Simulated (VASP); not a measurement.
Here is a VASP 6.6.1 calculation.

File POSCAR:

```
SbAuCl4
1.0
    4.8129324587      0.0000000000      0.0000000000
    0.0000000000      4.8129324587      0.0000000000
    0.0000000000      0.0000000000      7.6117953903
Sb Au Cl
1 1 4
Direct
    0.0000000000      0.0000000000      0.0000000000
    0.5000000000      0.5000000000      0.5000000000
    0.5000000000      0.5000000000      0.8142430160
    0.5000000000      0.5000000000      0.1857569840
    0.5000000000      0.0000000000      0.5000000000
    0.0000000000      0.5000000000      0.5000000000
```

File INCAR.step1:

```
SYSTEM = SbAuCl4
PREC = Accurate
ENCUT = 520
ISMEAR = -1
SIGMA = 0.03
LREAL = .FALSE.
LASPH = .TRUE.
NELM = 80
NBANDS = 31
GGA = PE
ALGO = Normal
EDIFF = 1E-4
LWAVE = .TRUE.
LCHARG = .FALSE.
```

INCAR.step2

```
SYSTEM = SbAuCl4
PREC = Accurate
ENCUT = 520
EDIFF = 1E-6
ISMEAR = -1
SIGMA = 0.03
LREAL = .FALSE.
LASPH = .TRUE.
NELM = 80
ALGO = Normal
ISIF = 2
LWAVE = .FALSE.
LCHARG = .FALSE.
METAGGA = R2SCAN
LMIXTAU = .TRUE.
LUSE_VDW = .TRUE.
IVDW_NL = 2
BPARAM = 11.95
CPARAM = 0.0093
NBANDS = 31
ISTART = 1
```

The input KPOINTS:

```
Automatic mesh
0
G
  6 6 4
  0 0 0
```

Potentials or basis: VASP PAW PBE potentials, release 64 (Sb, Au, Cl).

Command:

```bash
$ cat potpaw_PBE.64/Sb/POTCAR potpaw_PBE.64/Au/POTCAR potpaw_PBE.64/Cl/POTCAR > POTCAR
$ cp INCAR.step1 INCAR
$ mpirun -np 1 vasp_std > vasp.out
$ cp INCAR.step2 INCAR
$ mpirun -np 1 vasp_std > vasp.out
```

Q: Predict the pressure.

A: 0.0 GPa.

Q: What does it give for the largest force?

A: 0.008 eV/Å.

Q: What does it give for the band gap on the k mesh?

A: Zero (band 22 reaches 2.27 eV, above the bottom of band 23 at 1.45 eV).

Forces on the atoms (eV/Å):
```
Sb   0.000  0.000  0.000
Au   0.000  0.000  0.000
Cl   0.000  0.000 -0.008
Cl   0.000  0.000  0.008
Cl   0.000  0.000  0.000
Cl   0.000  0.000  0.000
```

Caveat: the PAW data sets were made with another functional, which shifts forces and pressure a little; spin-orbit coupling is left out, which moves the levels of the heavy elements.
